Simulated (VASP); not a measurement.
Set up this calculation in VASP 6.6.1, as the native input.

```yaml
Task: single point
Functional: PBE
Potentials_or_basis: VASP PAW PBE potentials, release 64 (Sn_d, O)
Cutoff: 520 eV
k_mesh: 7 × 7 × 5
Occupations: gaussian, width 0.02 eV
Spin: no spin polarisation
Dipole_correction: no
Further_INCAR_settings: ALGO = Normal; EDIFF = 1e-06; NBANDS = 28
```

The structure of SnO lies in POSCAR:

```
SnO
1.0
    3.8136952200      0.0000000000      0.0000000000
    0.0000000000      3.8136952200      0.0000000000
    0.0000000000      0.0000000000      4.8869133000
Sn O
2 2
Direct
    0.5000000000      0.0000000000      0.7646261400
    0.0000000000      0.5000000000      0.2374201414
    0.0000000000      0.0000000000      0.0000000000
    0.5000000000      0.5000000000      0.0000000000
```

These files were run (other wordings do the same):

INCAR

```
PREC     = Accurate       # precision mode
ENCUT    = 520            # plane-wave cutoff, eV
EDIFF    = 1E-6           # SCF threshold, eV
ISMEAR   = 0              # smearing method
SIGMA    = 0.02           # smearing width, eV
LREAL    = F              # projectors in reciprocal space
LASPH    = T              # aspherical terms in the spheres
NELM     = 60             # most SCF steps
ALGO     = Normal         # electronic algorithm
ISIF     = 2              # what is computed and relaxed
LWAVE    = F              # write WAVECAR
LCHARG   = T              # write CHGCAR
GGA      = PE             # functional
LELF     = T              # ELF
LVHAR    = T            
NBANDS   = 28             # bands
```

KPOINTS

```
regular mesh
0
Gamma
  7 7 5
```

Potentials or basis: VASP PAW PBE potentials, release 64 (Sn_d, O).

Run with:

```bash
$ cat potpaw_PBE.64/Sn_d/POTCAR potpaw_PBE.64/O/POTCAR > POTCAR
$ mpirun -np 1 vasp_std > vasp.out
```

Results of the run:

* Pressure: 3.5 GPa
* Largest force: 0.395 eV/Å
* Band gap on the k mesh: 0.35 eV, indirect (least direct gap 2.05 eV)

Caveat: spin-orbit coupling is left out, which moves the levels of the heavy elements.

Wall time 55 s on 1 thread of Intel(R) Xeon(R) Platinum 8259CL CPU @ 2.50GHz (Skylake/Cascade Lake) (shared host), peak memory 0.2 GiB.
